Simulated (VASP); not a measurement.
# Sc (I4/mmm) in VASP: settings compared

Aim: see how the results for Sc move with the level of theory and the settings. Levels: r2SCAN, RPBE+D3(BJ). Tasks: single point.

All numbers are computed with VASP 6.6.1; they aren't measurements. Logs are shortened: lines on timing, memory, paths and dates and some standing lists are left out, and cuts for length are marked.

### 1 The cell of the first run

Symmetry: I4/mmm, No. 139, tetragonal system. The conventional cell has a = 3.834 Å, b = 3.834 Å, c = 3.435 Å, α = 90.00°, β = 90.00°, γ = 90.00°. Sc (site symmetry 4/mmm) has 14 Sc at 3.21 to 3.83 Å within 4.2 Å.

### 2 Single point, r2SCAN

Contents of POSCAR:

```
Sc
1.0
   -1.9172054859      1.9172054859      1.7176030000
    1.9172054859     -1.9172054859      1.7176030000
    1.9172054859      1.9172054859     -1.7176030000
Sc
1
Direct
    0.0000000000      0.0000000000      0.0000000000
```

Contents of INCAR.step1:

```
  ALGO = Normal
  EDIFF = 1E-4
  ENCUT = 520
  GGA = PE
  ISMEAR = -1
  LASPH = True
  LCHARG = False
  LREAL = False
  LWAVE = True
  NBANDS = 12
  NELM = 60
  PREC = Accurate
  SIGMA = 0.1
```

Contents of INCAR.step2:

```
  ALGO = Normal
  EDIFF = 1E-6
  ENCUT = 520
  ISIF = 2
  ISMEAR = -1
  ISTART = 1
  LASPH = True
  LCHARG = True
  LELF = True
  LMIXTAU = True
  LREAL = False
  LVHAR = True
  LWAVE = False
  METAGGA = R2SCAN
  NBANDS = 12
  NELM = 60
  PREC = Accurate
  SIGMA = 0.1
```

Contents of KPOINTS:

```
k-points
0
Gamma
  10 10 10
```

Potentials or basis: VASP PAW PBE potentials, release 64 (Sc_sv).

Command:

```console
cat potpaw_PBE.64/Sc_sv/POTCAR > POTCAR
cp INCAR.step1 INCAR
mpirun -np 1 vasp_std > vasp.out
cp INCAR.step2 INCAR
mpirun -np 1 vasp_std > vasp.out
```

OUTCAR:

```text
EDIFF = 1E-6
   ENCUT = 520
   ISIF = 2
   ISMEAR = -1
   ISTART = 1
   LASPH = True
   LREAL = False
   METAGGA = R2SCAN
   NELM = 60
   PREC = Accurate

 ion  position               nearest neighbor table
   1  0.000  0.000  0.000-

  LATTYP: Found a body centered tetragonal cell.
 ALAT       =     3.8344109718
 C/A-ratio  =     0.8958888406

  Lattice vectors:

 A1 = (  -1.9172054859,   1.9172054859,   1.7176030000)
 A2 = (   1.9172054859,  -1.9172054859,   1.7176030000)
 A3 = (   1.9172054859,   1.9172054859,  -1.7176030000)

Analysis of symmetry for initial positions (statically):
=====================================================================
 Subroutine PRICEL returns:
 Original cell was already a primitive cell.

 Routine SETGRP: Setting up the symmetry group for a
 body centered tetragonal supercell.

 Subroutine GETGRP returns: Found 16 space group operations
 (whereof 16 operations were pure point group operations)
 out of a pool of 16 trial point group operations.

The static configuration has the point symmetry D_4h.

Analysis of symmetry for dynamics (positions and initial velocities):
=====================================================================
 Subroutine PRICEL returns:
 Original cell was already a primitive cell.

 Routine SETGRP: Setting up the symmetry group for a
 body centered tetragonal supercell.

 Subroutine GETGRP returns: Found 16 space group operations
 (whereof 16 operations were pure point group operations)
 out of a pool of 16 trial point group operations.

The dynamic configuration has the point symmetry D_4h.

 Subroutine INISYM returns: Found 16 space group operations
 (whereof 16 operations are pure point group operations),
 and found     1 'primitive' translations

----------------------------------------------------------------------------------------

                                     Primitive cell

  volume of cell :      25.2534

  direct lattice vectors                    reciprocal lattice vectors
    -1.917205486  1.917205486  1.717603000     0.000000000  0.260796249  0.291103357
     1.917205486 -1.917205486  1.717603000     0.260796249  0.000000000  0.291103357
     1.917205486  1.917205486 -1.717603000     0.260796249  0.260796249  0.000000000

  length of vectors
     3.209597142  3.209597142  3.209597142     0.390839927  0.390839927  0.368821593

  position of ions in fractional coordinates (direct lattice)
     0.000000000  0.000000000  0.000000000

  ion indices of the primitive-cell ions
   primitive index   ion index
                 1           1

----------------------------------------------------------------------------------------

 KPOINTS: k-points

Automatic generation of k-mesh.
 Grid dimensions read from file:
 generate k-points for:   10   10   10

 Generating k-lattice:

  Cartesian coordinates                     Fractional coordinates (reciprocal lattice)
     0.000000000  0.026079625  0.029110336     0.100000000 -0.000000000  0.000000000
     0.026079625  0.000000000  0.029110336    -0.000000000  0.100000000  0.000000000
     0.026079625  0.026079625  0.000000000     0.000000000  0.000000000  0.100000000

  Length of vectors
     0.039083993  0.039083993  0.036882159

  Shift w.r.t. Gamma in fractional coordinates (k-lattice)
     0.000000000  0.000000000  0.000000000

 Subroutine IBZKPT returns following result:
 ===========================================

 Found    102 irreducible k-points:

 Following reciprocal coordinates:
            Coordinates               Weight
  0.000000  0.000000  0.000000      1.000000
  0.100000  0.000000 -0.000000      8.000000
  0.200000  0.000000 -0.000000      8.000000
  0.300000  0.000000  0.000000      8.000000
  0.400000 -0.000000  0.000000      8.000000
  0.500000 -0.000000  0.000000      4.000000
[... 16 lines left out ...]
  0.300000  0.300000 -0.000000      8.000000
  0.400000  0.300000 -0.000000     16.000000
 [... further k-points ...]
   k-points           NKPTS =    102   k-points in BZ     NKDIM =    102   number of bands    NBANDS=     12
   number of dos      NEDOS =    301   number of ions     NIONS =      1
   total plane-waves  NPLWV =  13824
   dimension x,y,z NGX =    24 NGY =   24 NGZ =   24
   dimension x,y,z NGXF=    48 NGYF=   48 NGZF=   48
   ions per type =               1
   NGX,Y,Z   is equivalent  to a cutoff of  12.43, 12.43, 12.43 a.u.
   NGXF,Y,Z  is equivalent  to a cutoff of  24.86, 24.86, 24.86 a.u.
 SYSTEM =  unknown system
   PREC   = accura    normal or accurate (medium, high low for compatibility)
   ISTART =      1    job   : 0-new  1-cont  2-samecut
   ICHARG =      0    charge: 1-file 2-atom 10-const
   ISPIN  =      1    spin polarized calculation?
   LNONCOLLINEAR =      F non collinear calculations
   LSORBIT =      F    spin-orbit coupling
   LASPH  =      T    aspherical Exc in radial PAW
   ENCUT  =  520.0 eV  38.22 Ry    6.18 a.u.   5.97  5.97  5.97*2*pi/ulx,y,z
   NELM   =     60;   NELMIN=  2; NELMDL=  0     # of ELM steps
   EDIFF  = 0.1E-05   stopping-criterion for ELM
   LREAL  =      F    real-space projection
   EDIFFG = 0.1E-04   stopping-criterion for IOM
   NSW    =      0    number of steps for IOM
   IBRION =     -1    ionic relax: 0-MD 1-quasi-New 2-CG
   NFREE  =      0    steps in history (QN), initial steepest desc. (CG)
   ISIF   =      2    stress and relaxation
   ISYM   =      2    0-nonsym 1-usesym 2-fastsym
   POTIM  = 0.5000    time-step for ionic-motion
   TEBEG  =    0.0;   TEEND  =   0.0 temperature during run
   PSTRESS=    0.0 pullay stress
   NELECT =      11.0000    total number of electrons
   NUPDOWN=      -1.0000    fix difference up-down
   EMIN   =  10.00;   EMAX   =-10.00  energy-range for DOS
   EFERMI =   0.00;   METHOD = LEGACY
   ISMEAR =    -1;   SIGMA  =   0.10  broadening in eV -4-tet -1-fermi 0-gaus
   EFERMI_NEDOS =   21; number of points for ismear=-14 and -15
   IALGO  =     38    algorithm
   IMIX   =      4    mixing-type and parameters
     AMIX     =   0.40;   BMIX     =  1.00
     AMIX_MAG =   1.60;   BMIX_MAG =  1.00
  volume/ion in A,a.u.               =      25.25       170.42
  Fermi-wavevector in a.u.,A,eV,Ry     =   1.240983  2.345117 20.953486  1.540038
  Thomas-Fermi vector in A             =   2.375400
   LORBIT       =      0    0 simple, 1 ext, 2 COOP (PROOUT), +10 PAW based schemes
   METAGGA = R2SCAN    functional components
   LHFCALC =     F    Hartree Fock is set to
   AEXX    =    0.0000 exact exchange contribution
   IVDW    =     0    specifies the selected vdW correction
   LEPSILON=     F    determine dielectric tensor
   LRPA    =     F    only Hartree local field effects (RPA)
 non-spin polarized calculation
  energy-cutoff  :      520.00
  volume of cell :       25.25
 maximum number of plane-waves:       700
   NGX = 11   NGY = 11   NGZ = 11

 number of electron      11.0000004 magnetization

 Free energy of the ion-electron system (eV)
  ---------------------------------------------------
  ext. energy  EPLUGINS =         0.00000000
  ---------------------------------------------------
  free energy    TOTEN  =       -11.30241836 eV

  energy without entropy =      -11.23495149  energy(sigma->0) =      -11.26868492

 E-fermi :   3.7007     XC(G=0): -10.4934

 val. band max:        3.7004401520   @ k =   0.5000   0.2000   0.1000
 cond. band min:       3.7083576245   @ k =   0.4000   0.2000   0.0000
 fundamental gap:      0.0079174725
 Fermi energy:         3.7007164971

 k-point     1 :       0.0000    0.0000    0.0000
  band No.  band energies     occupation
      1     -48.0703      2.00000
      2     -25.5237      2.00000
      3     -25.5237      2.00000
      4     -25.4875      2.00000
      5      -1.8569      2.00000
      6       4.9502      0.00001
      7       5.6768      0.00000
      8       5.6768      0.00000
      9       6.2293      0.00000
     10       7.0476      0.00000
     11      17.6301      0.00000
     12      17.6302      0.00000

 k-point     2 :       0.1000    0.0000   -0.0000
  band No.  band energies     occupation
      1     -48.0643      2.00000
      2     -25.5484      2.00000
      3     -25.5356      2.00000
      4     -25.5026      2.00000
      5      -1.5710      2.00000
      6       4.9640      0.00001
      7       5.5624      0.00000
      8       5.6952      0.00000
      9       6.2716      0.00000
     10       6.9258      0.00000
     11      17.5497      0.00000
     12      17.8880      0.00000

 k-point     3 :       0.2000    0.0000   -0.0000
  band No.  band energies     occupation
      1     -48.0487      2.00000
      2     -25.6392      2.00000
      3     -25.5665      2.00000
      4     -25.5144      2.00000
      5      -0.7622      2.00000
      6       4.7330      0.00007
      7       5.0958      0.00000
      8       6.0868      0.00000
      9       6.5045      0.00000
     10       6.7630      0.00000
     11      16.4230      0.00000
     12      17.1347      0.00000

 k-point     4 :       0.3000    0.0000    0.0000
  band No.  band energies     occupation
      1     -48.0293      2.00000
      2     -25.7550      2.00000
      3     -25.6044      2.00000
      4     -25.5230      2.00000
      5       0.3990      2.00000
      6       4.3375      0.00343
      7       4.4914      0.00074
      8       6.7038      0.00000
      9       6.8534      0.00000
     10       6.8928      0.00000
     11      14.0860      0.00000
     12      15.8003      0.00000

 k-point     5 :       0.4000   -0.0000    0.0000
  band No.  band energies     occupation
      1     -48.0135      2.00000
      2     -25.8472      2.00000
      3     -25.6349      2.00000
      4     -25.5293      2.00000
      5       1.5093      2.00000
      6       4.0268      0.07391
      7       4.1648      0.01911
      8       6.6946      0.00000
      9       7.2566      0.00000
     10       7.6566      0.00000
     11      12.0098      0.00000
     12      14.6808      0.00000
[... 228 lines left out ...]
      1     -48.0399      2.00000
      2     -25.7189      2.00000
      3     -25.5494      2.00000
      4     -25.5253      2.00000
      5      -0.1882      2.00000
      6       4.3643      0.00262
      7       5.0730      0.00000
      8       6.0282      0.00000
      9       6.8009      0.00000
     10       6.9117      0.00000
     11      14.1874      0.00000
     12      16.6311      0.00000

 k-point    22 :      -0.2000    0.2000    0.0000
  band No.  band energies     occupation
      1     -48.0517      2.00000
      2     -25.6554      2.00000
      3     -25.5205      2.00000
      4     -25.5186      2.00000
      5      -0.8839      2.00000
      6       4.6675      0.00013
      7       5.3361      0.00000
      8       5.9636      0.00000
      9       6.3482      0.00000
     10       6.9235      0.00000
     11      15.2047      0.00000
     12      17.4834      0.00000

 k-point    23 :       0.3000    0.3000   -0.0000
  band No.  band energies     occupation
      1     -48.0026      2.00000
      2     -25.8022      2.00000
      3     -25.7322      2.00000
      4     -25.5692      2.00000
      5       3.0742      1.99620
      6       3.3001      1.96426
      7       3.8853      0.27277
      8       6.5968      0.00000
      9       7.3557      0.00000
     10       9.5368      0.00000
     11      11.0449      0.00000
     12      11.1029      0.00000

 k-point    24 :       0.4000    0.3000   -0.0000
  band No.  band energies     occupation
      1     -48.0047      2.00000
      2     -25.8023      2.00000
      3     -25.7241      2.00000
      4     -25.5592      2.00000
      5       2.8910      1.99939
      6       3.4708      1.81758
      7       3.8538      0.35565
      8       6.7276      0.00000
      9       6.9172      0.00000
     10       9.3992      0.00000
     11      10.7306      0.00000
     12      11.8187      0.00000

 [... further k-points ...]
[... 5 lines left out ...]
  --------------------------------------------------------------------------------------
  -------------------------------------------------------------------------------------
  Total       -0.1560604     -0.1560604      0.3024549      0.0000000     -0.0000000      0.0000000
  in kB       -9.9010956     -9.9010956     19.1889471      0.0000000     -0.0000000      0.0000000
  external PRESSURE =      -0.2044147 kB  Pullay stress =       0.0000000 kB

 VOLUME and BASIS-vectors are now :
 -----------------------------------------------------------------------------
  energy-cutoff  :      520.00
  volume of cell :       25.25
      direct lattice vectors                 reciprocal lattice vectors
    -1.917205486  1.917205486  1.717603000     0.000000000  0.260796249  0.291103357
     1.917205486 -1.917205486  1.717603000     0.260796249  0.000000000  0.291103357
     1.917205486  1.917205486 -1.717603000     0.260796249  0.260796249  0.000000000

 POSITION                                       TOTAL-FORCE (eV/Angst)
 -----------------------------------------------------------------------------------
      0.00000      0.00000      0.00000         0.000000     -0.000000     -0.000000
 -----------------------------------------------------------------------------------
    total drift:                                0.000000      0.000000      0.000000

  FREE ENERGIE OF THE ION-ELECTRON SYSTEM (eV)
  ---------------------------------------------------
  free  energy   TOTEN  =       -11.3024183572 eV

  energy  without entropy=      -11.2349514901  energy(sigma->0) =      -11.26868492
```

It took 51 s on 1 thread of Intel Xeon Platinum 8375C at 2.90GHz (Ice Lake), shared host; peak memory 0.16 GiB.

Results:

```
Free energy            : -11.3024 eV
Pressure               : 0.0 GPa
Band gap on the k mesh : zero (an odd number of electrons rules out a gap without spin polarisation)
```

Caveat: the PAW data sets were made with another functional, which shifts forces and pressure a little.

(Part 1 of 2 ends here.)
